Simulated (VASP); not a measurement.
# Fe: relaxation of cell and atoms with revPBE

Crystal: Fe.

```
Fe
1.0
     2.33426    0.00000    0.00000
     0.00000    2.33426    0.00000
     0.00000    0.00000    2.33426
Fe
1
Cartesian
  0.0000 0.0000 0.0000
```

```json
{
  "Program": "VASP 6.6.1",
  "Task": "relaxation of cell and atoms",
  "Functional": "revPBE",
  "Potentials or basis": "VASP PAW PBE potentials, release 64 (Fe_sv)",
  "Cutoff": "600 eV",
  "k mesh": "13 × 13 × 13",
  "Occupations": "fermi-dirac, width 0.1 eV",
  "Spin": "no spin polarisation",
  "Dipole correction": "no",
  "Second run": "valence_matched",
  "Further INCAR settings": "ALGO = Normal; EDIFF = 1e-07; IBRION = 2; EDIFFG = -0.01; NSW = 80; ISIF = 3"
}
```

```json
{
 "Relaxed volume": "11.73 Å³/atom",
 "Relaxed cell": "a = 2.272 Å, b = 2.272 Å, c = 2.272 Å, α = 90.00°, β = 90.00°, γ = 90.00°",
 "Space group after relaxing (to 0.05 Å)": "Pm-3m (No. 221)",
 "Energy gained by relaxing": "47.5 meV/atom",
 "Ionic steps": "4",
 "Pressure after relaxing": "0.0 GPa",
 "Band gap on the k mesh": "zero (band 8 reaches 13.91 eV, above the bottom of band 9 at 11.33 eV)"
}
```

Step by step:
| step | energy change (eV) | largest force (eV/Å) | pressure (GPa) | volume (Å³) |
| --- | --- | --- | --- | --- |
| 1 | 0.0000 | 0.0000 | -14.33 | 12.72 |
| 2 | 0.0185 | 0.0000 | 23.03 | 10.74 |
| 3 | -0.0475 | 0.0000 | -0.34 | 11.75 |
| 4 | -0.0475 | 0.0000 | 0.04 | 11.73 |

Final structure:
```cif
data_structure
_symmetry_space_group_name_H-M 'P 1'
_symmetry_Int_Tables_number 1
_cell_length_a 2.2722
_cell_length_b 2.2722
_cell_length_c 2.2722
_cell_angle_alpha 90.000
_cell_angle_beta 90.000
_cell_angle_gamma 90.000
_cell_volume 11.73
loop_
_atom_site_label
_atom_site_type_symbol
_atom_site_fract_x
_atom_site_fract_y
_atom_site_fract_z
_atom_site_occupancy
Fe1 Fe 0.00000 0.00000 0.00000 1
```

Levels at points of the mesh, in eV from the Fermi level:
| k point | band 5 | band 6 | band 7 | band 8 | band 9 | band 10 | band 11 | band 12 |
| --- | --- | --- | --- | --- | --- | --- | --- | --- |
| (0.00, 0.00, 0.00) | -8.31 | -3.77 | -3.77 | 0.97 | 0.97 | 0.97 | 20.41 | 20.41 |

Run time: 29 s on 1 thread of Intel(R) Xeon(R) 6975P-C (Granite Rapids), with other jobs on the host, peak memory 0.13 GiB.

Caveat: the PAW data sets were made with another functional, which shifts forces and pressure a little; the run has no spin polarisation, though such a crystal can be magnetic. Spin polarisation is off, so any magnetic state and its effect on volume and gap are missing.
